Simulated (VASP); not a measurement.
A run of VASP 6.6.1:

File INCAR:

```
SYSTEM = P
ALGO = Normal
EDIFF = 1E-7
ENCUT = 520
GGA = PE
ISIF = 2
ISMEAR = -1
LASPH = .TRUE.
LCHARG = .FALSE.
LREAL = .FALSE.
LWAVE = .FALSE.
NBANDS = 18
NELM = 60
PREC = Accurate
SIGMA = 0.05
```

KPOINTS

```
k-points
0
G
  7 7 5
  0 0 0
```

Contents of POSCAR:

```
P
1.0
    1.7023935014     -5.4815151563      0.0000000000
    1.5930927468      5.4485602939      0.0000000000
    0.0000000000      0.0000000000      4.5436355900
P
4
Direct
    0.9041431300      0.0958568700      0.5888151700
    0.0958568700      0.9041431300      0.4111848300
    0.5958568700      0.4041431300      0.0888151700
    0.4041431300      0.5958568700      0.9111848300
```

Potentials or basis: VASP PAW PBE potentials, release 64 (P).

Launch:

```bash
$ cat potpaw_PBE.64/P/POTCAR > POTCAR
$ mpirun -np 1 vasp_std > vasp.out
```

Hardware: 1 thread of Intel Xeon 8259CL, on a shared host.

Task: How long does it take, and how much memory?

Result: It took 4.5 min on 1 thread of Intel Xeon 8259CL, with other jobs on the host, peak memory 0.28 GiB. Counts: scf iterations 13, k points 75.
